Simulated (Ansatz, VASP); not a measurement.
## Two plane-wave programs on CdTe

```
Cd Te
1.0
     3.78675    0.00000    0.00000
     0.00000    3.78675    0.00000
     0.00000    0.00000    3.78675
Cd Te
1 1
Direct
  0.00000 0.00000 0.00000
  0.50000 0.50000 0.50000
```

Alike in both runs: functional PBE; k mesh 5 × 5 × 5; occupations gaussian, width 0.2 eV; no spin polarisation.

Ansatz relaxed the structure, and its values are those at the end. VASP's run is a single point on that final structure, the one shown.

|  | VASP | Ansatz |
| --- | --- | --- |
| version | VASP 6.6.1 | Ansatz 0.2.0 |
| potentials or method | VASP PAW PBE potentials, release 64 (Cd, Te), cutoff 500 eV | scalar-relativistic, plane waves, PAW |
| valence electrons in the cell | 18 | 36 |

```csv
,VASP,Ansatz,Ansatz less VASP
gap on the k mesh at the Fermi level (eV),none,none,-
pressure (GPa),-0.6,-0.7,-0.11
```

A gap of «none» marks a metal or a gap that the smearing closes. VASP's potentials hold 18 valence electrons a cell and Ansatz's 36, so a difference there can come from the potentials and not from the codes.

Spin-orbit coupling is off throughout.
